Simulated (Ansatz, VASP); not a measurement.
## SrVO3: VASP beside Ansatz

Contents of INCAR:

```
  ALGO = Normal
  EDIFF = 1E-6
  ENCUT = 520
  GGA = PE
  ISIF = 2
  ISMEAR = 0
  ISPIN = 2
  LASPH = True
  LCHARG = False
  LMAXMIX = 4
  LORBIT = 11
  LREAL = False
  LWAVE = False
  MAGMOM = 0 2 0 0 0
  NBANDS = 32
  NELM = 150
  PREC = Accurate
  SIGMA = 0.015
```

The input KPOINTS:

```
k-points
0
Gamma
  7 7 7
```

The input POSCAR:

```
SrVO3
1.0
    3.8409000000      0.0000000000      0.0000000000
    0.0000000000      3.8409000000      0.0000000000
    0.0000000000      0.0000000000      3.8409000000
Sr V O
1 1 3
Direct
    0.5000000000      0.5000000000      0.5000000000
    0.0000000000      0.0000000000      0.0000000000
    0.0000000000      0.0000000000      0.5000000000
    0.0000000000      0.5000000000      0.0000000000
    0.5000000000      0.0000000000      0.0000000000
```

File input.yaml:

```yaml
crystal:
  lattice:
    - [3.8409, 0.0, 0.0]
    - [0.0, 3.8409, 0.0]
    - [0.0, 0.0, 3.8409]
  atoms:
    - { symbol: Sr, position: [0.5, 0.5, 0.5] }
    - { symbol: V, position: [0.0, 0.0, 0.0], spin: 2.0 }
    - { symbol: O, position: [0.0, 0.0, 0.5] }
    - { symbol: O, position: [0.0, 0.5, 0.0] }
    - { symbol: O, position: [0.5, 0.0, 0.0] }
hamiltonian:
  xc: pbe
  pseudopotentials: { kind: paw }
magnetization:
  spin_polarized: true
kpoints:
  mp_grid: { grid: [7, 7, 7] }
scf:
  occupations: { method: gaussian, width: 0.015 }
output:
  forces: true
  stress: true
  eigenvalues: true
```

Alike in both runs: task single point; functional PBE; k mesh 7 × 7 × 7; occupations gaussian, width 0.015 eV; collinear spin.

|  | VASP | Ansatz |
| --- | --- | --- |
| version | VASP 6.6.1 | Ansatz 0.2.0 |
| potentials or method | VASP PAW PBE potentials, release 64 (Sr_sv, V_sv, O) | Ansatz PAW |
| plane-wave cutoff (eV) | 520 | 420 |
| valence electrons in the cell | 41 | 41 |

|  | VASP | Ansatz | Ansatz less VASP |
| --- | --- | --- | --- |
| gap on the k mesh at the Fermi level (eV) | none | none | - |
| pressure (GPa) | 3.2 | 2.4 | -0.86 |
| net moment per atom (μB) | 0.02 | 0.02 | 0.000 |
| size of the moment on the site where the two differ most (μB) | 0.10 | 0.08 | -0.020 |

Site moments also hang on the region over which each program counts them. A gap of «none» marks a metal or a gap that the smearing closes. The functional is the same, so the differences come from potentials, cutoffs and numerics.
